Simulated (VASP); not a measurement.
Al2Cu: single point with PBE

Al2Cu:

```
Al Cu
1.0
     2.86650    0.00000    0.00000
    -1.43325    2.48246    0.00000
     0.00000    0.00000    6.22702
Al Cu
2 1
Direct
  0.33333 0.66667 0.18401
  0.66667 0.33333 0.81599
  0.00000 0.00000 0.50000
```

* Program: VASP 6.6.1
* Task: single point
* Functional: PBE
* Potentials or basis: VASP PAW PBE potentials, release 64 (Al, Cu)
* Cutoff: 520 eV
* k mesh: 18 × 18 × 8
* Occupations: gaussian, width 0.1 eV
* Spin: no spin polarisation
* Dipole correction: no
* Further INCAR settings: ALGO = Fast; EDIFF = 1e-06; NBANDS = 16

| Property | Result |
| --- | --- |
| Pressure | 0.2 GPa |
| Largest force | 0.020 eV/Å |

Forces in eV/Å, atoms in the order of the input:
```
Al   0.000  0.000 -0.020
Al   0.000  0.000  0.020
Cu   0.000  0.000  0.000
```

Stress tensor (GPa, compression positive):
```
0.18 0.00 0.00
0.00 0.18 0.00
0.00 0.00 0.32
```

Levels at points of the mesh, in eV from the Fermi level:
| k point | band 5 | band 6 | band 7 | band 8 | band 9 | band 10 | band 11 | band 12 |
| --- | --- | --- | --- | --- | --- | --- | --- | --- |
| (0.00, 0.00, 0.00) | -3.54 | -3.54 | -3.28 | -3.28 | 3.68 | 5.44 | 10.97 | 10.97 |
| (0.50, 0.00, 0.00) | -3.48 | -2.74 | -2.69 | -2.07 | -1.00 | 0.33 | 0.80 | 5.74 |
| (0.00, 0.00, 0.50) | -3.54 | -3.28 | -3.28 | -2.94 | -0.59 | 10.69 | 11.18 | 11.18 |
| (0.50, 0.00, 0.50) | -3.53 | -3.48 | -3.17 | -2.74 | -1.40 | 2.75 | 3.92 | 4.13 |

It took 2.7 min on 1 thread of Intel Xeon 6975P-C (shared host), peak memory 0.31 GiB.
